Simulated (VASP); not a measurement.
The system is AlNi3.

```
Al Ni
1.0
     0.00918    2.80870    2.80147
     2.80352    0.00613    2.80452
     2.81058    2.81882   -0.00094
Al Ni
1 3
Direct
  0.51799 0.47545 0.48120
  0.23471 0.21297 0.23590
  0.05270 0.96234 0.03015
  0.77290 0.72066 0.80167
```

Base run:

- Program: VASP 6.6.1
- Functional: r2SCAN
- Potentials or basis: VASP PAW PBE potentials, release 64 (Al, Ni)
- Cutoff: 660 eV
- k mesh: 6 × 6 × 6
- Occupations: gaussian, width 0.1 eV
- Spin: no spin polarisation

Its results: band gap on the k mesh zero (an odd number of electrons rules out a gap without spin polarisation); pressure 8.8 GPa; largest force 3.806 eV/Å.

**Question.** The run is repeated on the same cell with these changes: k mesh from 6 × 6 × 6 to 1 × 1 × 1. What comes out?

**Answer.** Band gap on the k mesh zero (an odd number of electrons rules out a gap without spin polarisation); pressure 10.0 GPa; largest force 2.288 eV/Å.

Caveats: some runs use coarse meshes; the PAW data sets were made with another functional, which shifts forces and pressure a little; the cell stands under pressure (at least some runs).
